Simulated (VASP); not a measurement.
**NiO: electric field gradients with PBE**

Crystal: NiO.

```xyz
2
Lattice="0.0209 2.1018 2.1018 2.1018 0.0209 2.1018 2.1018 2.1018 0.0209" Properties=species:S:1:pos:R:3 pbc="T T T"
Ni    0.0000    0.0000    0.0000
O     2.1122    2.1122    2.1122
```

This cell differs from its parent crystal: equal xy, yz and zx shear strains of +1 %.

```yaml
Program: VASP 6.6.1
Task: electric field gradients
Functional: PBE
Potentials_or_basis: VASP PAW PBE potentials, release 64 (Ni, O)
Cutoff: 520 eV
k_mesh: 17 × 17 × 17
Occupations: fermi-dirac, width 0.03 eV
Spin: collinear spin, ferromagnetic start
Starting_moments: "[1.5, 0.0] μB"
Dipole_correction: no
Further_INCAR_settings: ALGO = Normal; EDIFF = 1e-08; NBANDS = 19
```

```
Pressure                                              : 3.8 GPa
Net moment                                            : 1.71 μB per cell
Site moments                                          : Ni +1.41; O +0.26 μB
Largest electric field gradient by atom               : Ni +2.5; O +4.2 V/Å²
Valence electrons inside the program's atomic spheres : Ni 8.98; O 4.98
```

Stress tensor (GPa, compression positive):
```
 3.79 -0.58 -0.58
-0.58  3.79 -0.58
-0.58 -0.58  3.79
```

Levels at points of the mesh, in eV from the Fermi level:
Spin up:
```csv
k point,band 5,band 6,band 7,band 8,band 9,band 10,band 11,band 12,band 13,band 14
"(0.00, 0.00, 0.00)",-2.97,-2.97,-2.68,-2.63,-2.63,1.49,17.81,18.60,19.02,19.02
```
Spin down:
```csv
k point,band 4,band 5,band 6,band 7,band 8,band 9,band 10,band 11
"(0.00, 0.00, 0.00)",-2.48,-1.89,-1.83,-1.83,-0.63,-0.63,1.83,17.76
```

Electric field gradients, principal values (V/Å²):
```csv
atom,least,middle,greatest (by size)
1 Ni,-1.236,-1.236,2.472
2 O,-2.112,-2.112,4.225
```

Wall time 13 min on 1 thread of AMD EPYC 7R43 64-Core Processor (Zen 3) (shared host), peak memory 0.32 GiB.

Caveat: the cell differs from its parent crystal (equal xy, yz and zx shear strains of +1 %); the cell stands under pressure; without QUAD_EFG the Cq values of the log hold for a quadrupole moment of 1 mb, not for the nuclei; a cell with one magnetic atom can't hold antiferromagnetic order, which such compounds often take; semilocal functionals often make such compounds metallic where correlation or magnetic order opens a gap, which also shifts bond lengths.
